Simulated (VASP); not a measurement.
# CoSi (P2_13) in VASP: a series of runs, part 2 of 2

VASP 6.6.1. Earlier steps stand in the parts before.

## Step 3: Single point, PBE, collinear spin, ferromagnetic start

This run uses another cell than the first one, of 10.49 Å³/atom.

File INCAR:

```
SYSTEM = CoSi
ALGO = Normal
EDIFF = 1E-6
ENCUT = 520
GGA = PE
ISIF = 2
ISMEAR = -1
ISPIN = 2
LASPH = .TRUE.
LCHARG = .FALSE.
LMAXMIX = 4
LORBIT = 11
LREAL = .FALSE.
LWAVE = .FALSE.
MAGMOM = 2 2 2 2 0 0 0 0
NBANDS = 40
NELM = 150
PREC = Accurate
SIGMA = 0.05
```

File KPOINTS:

```
k-points
0
G
  6 6 6
  0 0 0
```

File POSCAR:

```
CoSi
1.0
    4.3780196744      0.0000000000      0.0000000000
    0.0000000000      4.3780196744      0.0000000000
    0.0000000000      0.0000000000      4.3780196744
Co Si
4 4
Direct
    0.8600000000      0.6400000000      0.3600000000
    0.6400000000      0.3600000000      0.8600000000
    0.3600000000      0.8600000000      0.6400000000
    0.1400000000      0.1400000000      0.1400000000
    0.1570000000      0.3430000000      0.6570000000
    0.3430000000      0.6570000000      0.1570000000
    0.6570000000      0.1570000000      0.3430000000
    0.8430000000      0.8430000000      0.8430000000
```

Potentials or basis: VASP PAW PBE potentials, release 64 (Co, Si).

Launch:

```bash
$ cat potpaw_PBE.64/Co/POTCAR potpaw_PBE.64/Si/POTCAR > POTCAR
$ mpirun -np 1 vasp_std > vasp.out
```

OUTCAR:

```text
SYSTEM = CoSi
   EDIFF = 1E-6
   ENCUT = 520
   GGA = PE
   ISIF = 2
   ISMEAR = -1
   ISPIN = 2
   LASPH = .TRUE.
   LORBIT = 11
   LREAL = .FALSE.
   NELM = 150
   PREC = Accurate

 ion  position               nearest neighbor table
   1  0.860  0.640  0.360-   5 2.25   6 2.29   7 2.29   8 2.29   7 2.43   8 2.43   6 2.43   2 2.69
                             2 2.69   3 2.69   4 2.69   3 2.69   4 2.69
   2  0.640  0.360  0.860-   6 2.25   5 2.29   7 2.29   8 2.29   5 2.43   7 2.43   8 2.43   1 2.69
                             1 2.69   3 2.69   3 2.69   4 2.69   4 2.69
   3  0.360  0.860  0.640-   7 2.25   6 2.29   5 2.29   8 2.29   6 2.43   5 2.43   8 2.43   1 2.69
                             4 2.69   2 2.69   2 2.69   1 2.69   4 2.69
   4  0.140  0.140  0.140-   8 2.25   6 2.29   7 2.29   5 2.29   6 2.43   5 2.43   7 2.43   2 2.69
                             3 2.69   1 2.69   3 2.69   1 2.69   2 2.69
   5  0.157  0.343  0.657-   1 2.25   2 2.29   3 2.29   4 2.29   3 2.43   4 2.43   2 2.43   8 2.71
                             6 2.71   6 2.71   8 2.71   7 2.71   7 2.71
   6  0.343  0.657  0.157-   2 2.25   1 2.29   3 2.29   4 2.29   1 2.43   3 2.43   4 2.43   8 2.71
                             5 2.71   5 2.71   7 2.71   7 2.71   8 2.71
   7  0.657  0.157  0.343-   3 2.25   2 2.29   1 2.29   4 2.29   2 2.43   1 2.43   4 2.43   8 2.71
                             8 2.71   5 2.71   6 2.71   6 2.71   5 2.71
   8  0.843  0.843  0.843-   4 2.25   2 2.29   3 2.29   1 2.29   2 2.43   1 2.43   3 2.43   5 2.71
                             6 2.71   7 2.71   7 2.71   5 2.71   6 2.71

  LATTYP: Found a simple cubic cell.
 ALAT       =     4.3780196744

  Lattice vectors:

 A1 = (   4.3780196744,   0.0000000000,   0.0000000000)
 A2 = (   0.0000000000,   4.3780196744,   0.0000000000)
 A3 = (   0.0000000000,   0.0000000000,   4.3780196744)

Analysis of symmetry for initial positions (statically):
=====================================================================
 Subroutine PRICEL returns:
 Original cell was already a primitive cell.

 Routine SETGRP: Setting up the symmetry group for a
 simple cubic supercell.

 Subroutine GETGRP returns: Found 12 space group operations
[... 1193 lines left out ...]
      1      -1.3036      1.00000
      2       4.3249      1.00000
      3       4.3249      1.00000
      4       4.3249      1.00000
      5       7.0410      1.00000
      6       7.0410      1.00000
[... 973 lines left out ...]
     37      20.6097      0.00000
     38      20.6097      0.00000
 [bands above 38 left out]

------------------------ aborting loop because EDIFF is reached ----------------------------------------

  FORCE on cell =-STRESS in cart. coord.  units (eV):
  Direction    XX          YY          ZZ          XY          YZ          ZX
  --------------------------------------------------------------------------------------
  -------------------------------------------------------------------------------------
  Total        5.0442804      5.0442804      5.0442804      0.0000000      0.0000000      0.0000000
  in kB       96.3111744     96.3111744     96.3111744      0.0000000      0.0000000      0.0000000
  external PRESSURE =      96.3111744 kB  Pullay stress =       0.0000000 kB

 VOLUME and BASIS-vectors are now :
 -----------------------------------------------------------------------------
  energy-cutoff  :      520.00
  volume of cell :       83.91
      direct lattice vectors                 reciprocal lattice vectors
     4.378019674  0.000000000  0.000000000     0.228413775  0.000000000  0.000000000
     0.000000000  4.378019674  0.000000000     0.000000000  0.228413775  0.000000000
     0.000000000  0.000000000  4.378019674     0.000000000  0.000000000  0.228413775

 POSITION                                       TOTAL-FORCE (eV/Angst)
 -----------------------------------------------------------------------------------
      3.76510      2.80193      1.57609        -0.248009      0.248009     -0.248009
      2.80193      1.57609      3.76510         0.248009     -0.248009     -0.248009
      1.57609      3.76510      2.80193        -0.248009     -0.248009      0.248009
      0.61292      0.61292      0.61292         0.248009      0.248009      0.248009
      0.68735      1.50166      2.87636        -0.010940      0.010940     -0.010940
      1.50166      2.87636      0.68735         0.010940     -0.010940     -0.010940
      2.87636      0.68735      1.50166        -0.010940     -0.010940      0.010940
      3.69067      3.69067      3.69067         0.010940      0.010940      0.010940
 -----------------------------------------------------------------------------------
    total drift:                                0.000000     -0.000000      0.000000

  FREE ENERGIE OF THE ION-ELECTRON SYSTEM (eV)
  ---------------------------------------------------
  free  energy   TOTEN  =       -54.6354832750 eV

  energy  without entropy=      -54.6221141025  energy(sigma->0) =      -54.62879869

 total charge

# of ion       s       p       d       tot
------------------------------------------
    1        0.453   0.661   7.605   8.718
    2        0.453   0.661   7.605   8.718
    3        0.453   0.661   7.605   8.718
    4        0.453   0.661   7.605   8.718
    5        0.728   0.910   0.000   1.638
    6        0.728   0.910   0.000   1.638
    7        0.728   0.910   0.000   1.638
    8        0.728   0.910   0.000   1.638
--------------------------------------------------
tot          4.724   6.282  30.421  41.427

 magnetization (x)

# of ion       s       p       d       tot
------------------------------------------
    1        0.000   0.000  -0.000  -0.000
    2        0.000   0.000  -0.000  -0.000
    3        0.000   0.000  -0.000  -0.000
    4        0.000   0.000  -0.000  -0.000
    5        0.000   0.000   0.000   0.000
    6        0.000   0.000   0.000   0.000
    7        0.000   0.000   0.000   0.000
    8        0.000   0.000   0.000   0.000
--------------------------------------------------
tot          0.000   0.000  -0.000  -0.000
```

stdout:

```text
POSCAR found type information on POSCAR CoSi
 POSCAR found :  2 types and       8 ions
 scaLAPACK will be used
 LDA part: xc-table for (Slater+PW92), standard interpolation
 POSCAR, INCAR and KPOINTS ok, starting setup
 FFT: planning ... GRIDC
 FFT: planning ... GRID_SOFT
 FFT: planning ... GRID
 WAVECAR not read
 entering main loop
```

Run time: 89 s. Hardware: 1 thread of Intel Xeon 6975P-C (Granite Rapids), shared host; peak memory 0.3 GiB.

Results:

```yaml
Free_energy: -54.6355 eV
Pressure: 9.6 GPa
Largest_force: 0.430 eV/Å
Band_gap_on_the_k_mesh: zero (filled and empty bands overlap)
Net_moment: 0.00 μB per cell
Valence_electrons_inside_the_program's_atomic_spheres: Co 8.72; Si 1.64
```

Forces on the atoms (eV/Å):
```
Co  -0.248  0.248 -0.248
Co   0.248 -0.248 -0.248
Co  -0.248 -0.248  0.248
Co   0.248  0.248  0.248
Si  -0.011  0.011 -0.011
Si   0.011 -0.011 -0.011
Si  -0.011 -0.011  0.011
Si   0.011  0.011  0.011
```

Levels at points of the mesh, in eV from the Fermi level:
Spin up:
```tsv
k point	band 23	band 24	band 25	band 26	band 27	band 28	band 29	band 30
(0.00, 0.00, 0.00)	-0.86	-0.86	-0.05	-0.05	-0.05	2.60	2.60	2.60
(0.50, 0.00, 0.00)	-0.75	-0.75	-0.54	-0.54	1.00	1.00	1.54	1.54
(0.50, 0.50, 0.00)	-1.11	-1.11	-0.07	-0.07	0.56	0.56	2.10	2.10
(0.50, 0.50, 0.50)	-1.34	-1.34	-0.26	-0.26	-0.26	-0.26	5.56	5.56
```
Spin down:
| k point | band 24 | band 25 | band 26 | band 27 | band 28 | band 29 |
| --- | --- | --- | --- | --- | --- | --- |
| (0.00, 0.00, 0.00) | -0.86 | -0.05 | -0.05 | -0.05 | 2.60 | 2.60 |
| (0.50, 0.00, 0.00) | -0.75 | -0.54 | -0.54 | 1.00 | 1.00 | 1.54 |
| (0.50, 0.50, 0.00) | -1.11 | -0.07 | -0.07 | 0.56 | 0.56 | 2.10 |
| (0.50, 0.50, 0.50) | -1.34 | -0.26 | -0.26 | -0.26 | -0.26 | 5.56 |

Caveat: the cell stands under pressure; the moments typed at the start vanished in this run.
